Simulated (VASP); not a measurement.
The system is LiF3.

```
Li F
1.0
    -2.24854    2.24854    2.24854
     2.24854   -2.24854    2.24854
     2.24854    2.24854   -2.24854
Li F
1 3
Direct
  0.00000 0.00000 0.00000
  0.00000 0.50000 0.50000
  0.50000 0.00000 0.50000
  0.50000 0.50000 0.00000
```

```yaml
Program: VASP 6.6.1
Task: relaxation of cell and atoms
Functional: PBE
Potentials_or_basis: VASP PAW PBE potentials, release 64 (Li_sv, F)
Cutoff: 600 eV
k_mesh: 6 × 6 × 6
Occupations: gaussian, width 0.1 eV
Spin: collinear spin, ferromagnetic start
Starting_moments: "[0.0, 1.0, 1.0, 1.0] μB"
```

At the start: pressure -2.7 GPa; volume 11.37 Å³/atom.

How do energy, volume and symmetry change on relaxing?

Over 3 steps the energy falls by 6.6 meV/atom and the volume is 10.67 Å³/atom (-6.1 %); space group Im-3m (No. 229, to 0.05 Å); moment 2.00 μB per cell.

Step by step:
| step | energy change (eV) | largest force (eV/Å) | pressure (GPa) | volume (Å³) |
| --- | --- | --- | --- | --- |
| 1 | 0.0000 | 0.0000 | -2.73 | 45.47 |
| 2 | -0.0175 | 0.0000 | -1.68 | 44.21 |
| 3 | -0.0263 | 0.0000 | -0.14 | 42.70 |

Final structure:
```xyz
4
Lattice="-2.2018 2.2018 2.2018 2.2018 -2.2018 2.2018 2.2018 2.2018 -2.2018" Properties=species:S:1:pos:R:3 pbc="T T T"
Li    0.0000    0.0000    0.0000
F     2.2018    0.0000    0.0000
F     0.0000    2.2018    0.0000
F     0.0000    0.0000    2.2018
```

Caveat: the cutoff is under 1.25 times the usual one of these potentials, so pressure, stress and relaxed cells hold a basis-set (Pulay) error.
